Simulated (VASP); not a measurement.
# BaTiO3 (Amm2) in VASP: a series of runs

Runs on BaTiO3. Level: PBE. Tasks: single point.

Everything below comes from runs of VASP 6.6.1. Logs are shortened: lines on timing, memory, paths and dates and some standing lists are left out, and cuts for length are marked.

### 1 The cell of the first run

Symmetry: Amm2, No. 38, orthorhombic system. Conventional cell: a = 3.904 Å, b = 5.561 Å, c = 5.692 Å, α = 90.00°, β = 90.00°, γ = 90.00°. Within 3.7 Å of Ba (site symmetry mm2) lie 12 O at 2.78 to 2.89 Å and 8 Ti at 3.40 to 3.49 Å. Ti (site symmetry mm2) has 6 O at 1.93 to 2.05 Å within 2.6 Å. Within 2.6 Å of O (site symmetry mm2) lie 2 Ti at 1.95 Å. Within 2.6 Å of O (site symmetry m) lie 2 Ti at 1.93 to 2.05 Å.

### 2 Single point, PBE (equal xx and yy strain of -2 %)

Contents of INCAR:

```
ALGO     = Normal         # electronic algorithm
EDIFF    = 1E-6           # SCF threshold, eV
ENCUT    = 520            # plane-wave cutoff, eV
GGA      = PE             # functional
ISIF     = 2              # what is computed and relaxed
ISMEAR   = -1             # smearing method
LASPH    = T              # aspherical terms in the spheres
LCHARG   = F              # write CHGCAR
LREAL    = F              # projectors in reciprocal space
LWAVE    = F              # write WAVECAR
NBANDS   = 28             # bands
NELM     = 60             # most SCF steps
PREC     = Accurate       # precision mode
SIGMA    = 0.05           # smearing width, eV
```

Contents of KPOINTS:

```
k-points
0
Gamma
  8 8 8
```

Contents of POSCAR:

```
BaTiO3
1.0
    3.9044180000      0.0000000000      0.0000000000
    0.0000000000      2.7803090000      2.8458000000
    0.0000000000     -2.7803090000      2.8458000000
Ba Ti O
1 1 3
Direct
    0.0000000000      0.0000000000      0.0000000000
    0.5000000000      0.5079000000      0.5079000000
    0.0000000000      0.4921000000      0.4921000000
    0.5000000000      0.5025100000      0.9937100000
    0.5000000000      0.9937100000      0.5025100000
```

Potentials or basis: VASP PAW PBE potentials, release 64 (Ba_sv, Ti_sv, O).

The run is started by

```sh
$ cat potpaw_PBE.64/Ba_sv/POTCAR potpaw_PBE.64/Ti_sv/POTCAR potpaw_PBE.64/O/POTCAR > POTCAR
$ mpirun -np 1 vasp_std > vasp.out
```

OUTCAR:

```text
EDIFF = 1E-6
   ENCUT = 520
   GGA = PE
   ISIF = 2
   ISMEAR = -1
   LASPH = T
   LREAL = F
   NELM = 60
   PREC = Accurate

 ion  position               nearest neighbor table
   1  0.000  0.000  0.000-   4 2.78   5 2.78   4 2.78   5 2.78   3 2.78   3 2.78   4 2.79   5 2.79
                             4 2.79   5 2.79   3 2.80   3 2.89   2 3.40   2 3.40   2 3.40   2 3.40
   2  0.500  0.508  0.508-   4 1.93   5 1.93   3 1.95   3 1.95   5 2.05   4 2.05   1 3.40   1 3.40
                             1 3.40   1 3.40   1 3.41   1 3.41   1 3.49   1 3.49
   3  0.000  0.492  0.492-   2 1.95   2 1.95   1 2.78   1 2.78   1 2.80   1 2.89
   4  0.500  0.503  0.994-   2 1.93   2 2.05   1 2.78   1 2.78   1 2.79   1 2.79
   5  0.500  0.994  0.503-   2 1.93   2 2.05   1 2.78   1 2.78   1 2.79   1 2.79

  LATTYP: Found a base centered orthorhombic cell.
 ALAT       =     5.5606180000
 B/A-ratio  =     1.0235552955
 C/A-ratio  =     0.7021554079

  Lattice vectors:

 A1 = (   0.0000000000,   2.7803090000,  -2.8458000000)
 A2 = (   0.0000000000,   2.7803090000,   2.8458000000)
 A3 = (   3.9044180000,   0.0000000000,   0.0000000000)

Analysis of symmetry for initial positions (statically):
=====================================================================
 Subroutine PRICEL returns:
 Original cell was already a primitive cell.

 Routine SETGRP: Setting up the symmetry group for a
 base centered orthorhombic supercell.

 Subroutine GETGRP returns: Found  4 space group operations
 (whereof  4 operations were pure point group operations)
 out of a pool of  8 trial point group operations.

The static configuration has the point symmetry C_2v.

Analysis of symmetry for dynamics (positions and initial velocities):
=====================================================================
 Subroutine PRICEL returns:
 Original cell was already a primitive cell.

 Routine SETGRP: Setting up the symmetry group for a
 base centered orthorhombic supercell.

 Subroutine GETGRP returns: Found  4 space group operations
 (whereof  4 operations were pure point group operations)
 out of a pool of  8 trial point group operations.

The dynamic configuration has the point symmetry C_2v.

 Subroutine INISYM returns: Found  4 space group operations
 (whereof  4 operations are pure point group operations),
 and found     1 'primitive' translations

----------------------------------------------------------------------------------------

                                     Primitive cell

[... 98 lines left out ...]
   EDIFFG = 0.1E-04   stopping-criterion for IOM
   NSW    =      0    number of steps for IOM
   IBRION =     -1    ionic relax: 0-MD 1-quasi-New 2-CG
   NFREE  =      0    steps in history (QN), initial steepest desc. (CG)
   ISIF   =      2    stress and relaxation
   ISYM   =      2    0-nonsym 1-usesym 2-fastsym
   POTIM  = 0.5000    time-step for ionic-motion
   TEBEG  =    0.0;   TEEND  =   0.0 temperature during run
   PSTRESS=    0.0 pullay stress
   NELECT =      40.0000    total number of electrons
   NUPDOWN=      -1.0000    fix difference up-down
   EMIN   =  10.00;   EMAX   =-10.00  energy-range for DOS
   EFERMI =   0.00;   METHOD = LEGACY
   ISMEAR =    -1;   SIGMA  =   0.05  broadening in eV -4-tet -1-fermi 0-gaus
   EFERMI_NEDOS =   21; number of points for ismear=-14 and -15
   IALGO  =     38    algorithm
   IMIX   =      4    mixing-type and parameters
     AMIX     =   0.40;   BMIX     =  1.00
     AMIX_MAG =   1.60;   BMIX_MAG =  1.00
  volume/ion in A,a.u.               =      12.36        83.39
  Fermi-wavevector in a.u.,A,eV,Ry     =   1.416229  2.676285 27.289280  2.005705
  Thomas-Fermi vector in A             =   2.537586
   LORBIT       =      0    0 simple, 1 ext, 2 COOP (PROOUT), +10 PAW based schemes
   GGA     = PE    functional components
   LHFCALC =     F    Hartree Fock is set to
   AEXX    =    0.0000 exact exchange contribution
   IVDW    =     0    specifies the selected vdW correction
   LEPSILON=     F    determine dielectric tensor
   LRPA    =     F    only Hartree local field effects (RPA)
 non-spin polarized calculation
  energy-cutoff  :      520.00
  volume of cell :       61.79
 maximum number of plane-waves:      1691
 NGX is ok and might be reduce to    30
   NGX = 15   NGY = 15   NGZ = 15

 number of electron      40.0000016 magnetization

 Free energy of the ion-electron system (eV)
  ---------------------------------------------------
  ext. energy  EPLUGINS =         0.00000000
  ---------------------------------------------------
  free energy    TOTEN  =       -39.83304113 eV

  energy without entropy =      -39.83304113  energy(sigma->0) =      -39.83304113

 E-fermi :   5.0774     XC(G=0): -11.4544

 val. band max:        4.1550995736   @ k =   0.5000   0.5000   0.5000
 cond. band min:       5.9673459386   @ k =   0.0000   0.0000   0.0000
 fundamental gap:      1.8122463651
 Fermi energy:         5.0773863260

 k-point     1 :       0.0000    0.0000    0.0000
  band No.  band energies     occupation
      1     -52.3143      2.00000
      2     -28.5624      2.00000
      3     -28.5546      2.00000
      4     -28.5420      2.00000
      5     -20.6143      2.00000
      6     -12.8580      2.00000
[... 733 lines left out ...]
     27      12.4183      0.00000
     28      14.0333      0.00000

 [... further k-points ...]

------------------------ aborting loop because EDIFF is reached ----------------------------------------

  FORCE on cell =-STRESS in cart. coord.  units (eV):
  Direction    XX          YY          ZZ          XY          YZ          ZX
  --------------------------------------------------------------------------------------
  -------------------------------------------------------------------------------------
  Total        5.4154313      5.1967485      2.8329241      0.0000000      0.0000000      0.0000000
  in kB      140.4299980    134.7592344     73.4618364      0.0000000      0.0000000      0.0000000
  external PRESSURE =     116.2170229 kB  Pullay stress =       0.0000000 kB

 VOLUME and BASIS-vectors are now :
 -----------------------------------------------------------------------------
  energy-cutoff  :      520.00
  volume of cell :       61.79
      direct lattice vectors                 reciprocal lattice vectors
     3.904418000  0.000000000  0.000000000     0.256120118  0.000000000  0.000000000
     0.000000000  2.780309000  2.845800000     0.000000000  0.179836126  0.175697519
     0.000000000 -2.780309000  2.845800000     0.000000000 -0.179836126  0.175697519

 POSITION                                       TOTAL-FORCE (eV/Angst)
 -----------------------------------------------------------------------------------
      0.00000      0.00000      0.00000         0.000000      0.000000      0.101602
      1.95221      0.00000      2.89076         0.000000      0.000000      0.089368
      0.00000      0.00000      2.80084         0.000000      0.000000      0.052934
      1.95221     -1.36569      4.25794         0.000000     -0.102170     -0.121952
      1.95221      1.36569      4.25794         0.000000      0.102170     -0.121952
 -----------------------------------------------------------------------------------
    total drift:                                0.000000      0.000000     -0.000041

  FREE ENERGIE OF THE ION-ELECTRON SYSTEM (eV)
  ---------------------------------------------------
  free  energy   TOTEN  =       -39.8330411331 eV

  energy  without entropy=      -39.8330411325  energy(sigma->0) =      -39.83304113
```

OSZICAR:

```text
N       E                     dE             d eps       ncg     rms          rms(c)
DAV:   1     0.440270196870E+03    0.44027E+03   -0.20998E+04  5880   0.156E+03
DAV:   2    -0.420216954812E+01   -0.44447E+03   -0.42397E+03  6632   0.433E+02
DAV:   3    -0.484247988246E+02   -0.44223E+02   -0.43785E+02  8168   0.134E+02
DAV:   4    -0.505811671598E+02   -0.21564E+01   -0.21522E+01  8864   0.252E+01
DAV:   5    -0.506366938715E+02   -0.55527E-01   -0.55513E-01  7920   0.325E+00    0.239E+01
DAV:   6    -0.399212973000E+02    0.10715E+02   -0.55374E+01  8244   0.683E+01    0.977E+00
DAV:   7    -0.399485869039E+02   -0.27290E-01   -0.91400E+00  7672   0.222E+01    0.703E+00
DAV:   8    -0.398139071316E+02    0.13468E+00   -0.70166E-01  7276   0.771E+00    0.320E+00
DAV:   9    -0.398511229853E+02   -0.37216E-01   -0.23666E-01  7892   0.362E+00    0.127E+00
DAV:  10    -0.398333686190E+02    0.17754E-01   -0.96303E-02  6804   0.333E+00    0.255E-01
DAV:  11    -0.398331192077E+02    0.24941E-03   -0.50520E-03  7424   0.487E-01    0.839E-02
DAV:  12    -0.398331657553E+02   -0.46548E-04   -0.79156E-04  8600   0.212E-01    0.929E-02
DAV:  13    -0.398330406233E+02    0.12513E-03   -0.53084E-04  7172   0.249E-01    0.122E-02
DAV:  14    -0.398330416284E+02   -0.10051E-05   -0.22347E-05  7116   0.347E-02    0.662E-03
DAV:  15    -0.398330411331E+02    0.49529E-06   -0.28645E-06  5632   0.158E-02
   1 F= -.39833041E+02 E0= -.39833041E+02  d E =-.583380E-09
```

It took 2.7 min on 1 thread of Intel Xeon Platinum 8259CL at 2.50GHz (Skylake/Cascade Lake), shared host; peak memory 0.3 GiB.

What came out:

```
Free energy            : -39.8330 eV
Pressure               : 11.6 GPa
Largest force          : 0.159 eV/Å
Band gap on the k mesh : 1.81 eV (least direct gap 1.92 eV)
```

Forces in eV/Å, atoms in the order of the input:
```
Ba   0.000  0.000  0.102
Ti   0.000  0.000  0.089
O    0.000  0.000  0.053
O    0.000 -0.102 -0.122
O    0.000  0.102 -0.122
```

Stress tensor (GPa, compression positive):
```
14.04  0.00  0.00
 0.00 13.48  0.00
 0.00  0.00  7.35
```

Levels at points of the mesh, in eV from the valence-band top:
```csv
k point,band 17,band 18,band 19,band 20,band 21,band 22,band 23,band 24
"(0.00, 0.00, 0.00)",-1.16,-0.26,-0.23,-0.11,1.81,1.85,2.00,4.14
"(0.50, 0.00, 0.00)",-1.95,-1.93,-0.90,-0.68,2.04,3.77,3.78,4.14
"(0.00, 0.50, 0.00)",-1.85,-1.77,-0.79,-0.74,2.07,3.63,3.65,4.24
"(0.50, 0.50, 0.00)",-1.73,-0.84,-0.84,-0.11,3.64,3.79,4.14,5.00
"(0.00, 0.50, 0.50)",-1.70,-1.02,-0.92,-0.17,3.62,3.70,4.05,5.22
"(0.50, 0.50, 0.50)",-2.31,-0.07,-0.04,0.00,4.34,4.40,4.42,6.77
```

Caveat: the cell differs from its parent crystal (equal xx and yy strain of -2 %); the stress differs along the axes, from 7 to 14 GPa; spin-orbit coupling is left out, which moves the levels of the heavy elements. A k mesh can miss the band edges.

### 3 Single point, PBE (equal xx and yy strain of +1 %)

Contents of INCAR:

```
SYSTEM = BaTiO3
  PREC = Accurate
  ENCUT = 520
  EDIFF = 1E-7
  ISMEAR = -1
  SIGMA = 0.05
  LREAL = .FALSE.
  LASPH = .TRUE.
  NELM = 80
  ALGO = Normal
  ISIF = 2
  LWAVE = .FALSE.
  LCHARG = .FALSE.
  GGA = PE
  NBANDS = 28
```

Contents of KPOINTS:

```
Automatic mesh
0
G
  8 8 8
  0 0 0
```

POSCAR: that of step 2 with these lines changed.

```diff
@@ -2,5 +2,5 @@
 1.0
-    3.9044180000      0.0000000000      0.0000000000
-    0.0000000000      2.7803090000      2.8458000000
-    0.0000000000     -2.7803090000      2.8458000000
+    4.0239410000      0.0000000000      0.0000000000
+    0.0000000000      2.8654205000      2.8458000000
+    0.0000000000     -2.8654205000      2.8458000000
 Ba Ti O
```

Potentials or basis: VASP PAW PBE potentials, release 64 (Ba_sv, Ti_sv, O).

The run is started by

```sh
$ cat potpaw_PBE.64/Ba_sv/POTCAR potpaw_PBE.64/Ti_sv/POTCAR potpaw_PBE.64/O/POTCAR > POTCAR
$ mpirun -np 1 vasp_std > vasp.out
```

It took 3.4 min on 1 thread of Intel Xeon Platinum 8259CL at 2.50GHz (Skylake/Cascade Lake), shared host; peak memory 0.31 GiB.

Results (log left out):

- Free energy: -39.9915 eV
- Pressure: 0.3 GPa
- Largest force: 0.223 eV/Å
- Band gap on the k mesh: 1.76 eV (least direct gap 1.96 eV)

Forces in eV/Å, atoms in the order of the input:
```
Ba   0.000  0.000  0.080
Ti   0.000  0.000  0.223
O    0.000  0.000  0.115
O    0.000  0.045 -0.209
O    0.000 -0.045 -0.209
```

Stress tensor (GPa, compression positive):
```
 0.36  0.00  0.00
 0.00 -0.55  0.00
 0.00  0.00  1.12
```

Levels at points of the mesh, in eV from the valence-band top:
```csv
k point,band 18,band 19,band 20,band 21,band 22,band 23
"(0.00, 0.00, 0.00)",-0.27,-0.22,-0.20,1.76,1.78,1.82
"(0.50, 0.00, 0.00)",-1.74,-0.79,-0.74,1.92,3.38,3.43
"(0.00, 0.50, 0.00)",-1.71,-0.77,-0.73,1.93,3.39,3.40
"(0.50, 0.50, 0.00)",-0.90,-0.89,-0.09,3.40,3.41,3.80
"(0.00, 0.50, 0.50)",-0.90,-0.89,-0.12,3.41,3.41,3.80
"(0.50, 0.50, 0.50)",-0.03,-0.02,0.00,4.01,4.04,4.05
```

Caveat: the cell differs from its parent crystal (equal xx and yy strain of +1 %); spin-orbit coupling is left out, which moves the levels of the heavy elements. A k mesh can miss the band edges.

(Continued in part 2 of 2.)
